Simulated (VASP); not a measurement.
A run of VASP 6.6.1 is set up as follows.

The input INCAR:

```
PREC = Accurate
ENCUT = 520
EDIFF = 1E-6
ISMEAR = 0
SIGMA = 0.1
LREAL = F
LASPH = T
NELM = 100
ALGO = Normal
ISIF = 2
LWAVE = F
LCHARG = T
GGA = PE
LELF = T
LVHAR = T
NBANDS = 17
```

File KPOINTS:

```
Automatic mesh
0
Gamma
  4 4 6
```

File POSCAR:

```
Si2B2C
1.0
    4.4088382753      0.0000000000      0.0000000000
    0.0000000000      4.4088382753      0.0000000000
    0.0000000000      0.0000000000      2.8172004200
Si B C
2 2 1
Direct
    0.0000000000      0.5000000000      0.5000000000
    0.5000000000      0.0000000000      0.5000000000
    0.0000000000      0.0000000000      0.5000000000
    0.5000000000      0.5000000000      0.0000000000
    0.0000000000      0.0000000000      0.0000000000
```

Potentials or basis: VASP PAW PBE potentials, release 64 (Si, B, C).

Launch:

```console
$ cat potpaw_PBE.64/Si/POTCAR potpaw_PBE.64/B/POTCAR potpaw_PBE.64/C/POTCAR > POTCAR
$ mpirun -np 1 vasp_std > vasp.out
```

(1) What does it give for the band gap on the k mesh?

(2) Estimate the pressure.

Answers

(1) zero (band 9 reaches 10.32 eV, above the bottom of band 10 at 5.76 eV).

(2) 0.1 GPa.

Caveat: the k points lie up to 0.37 Å⁻¹ apart.
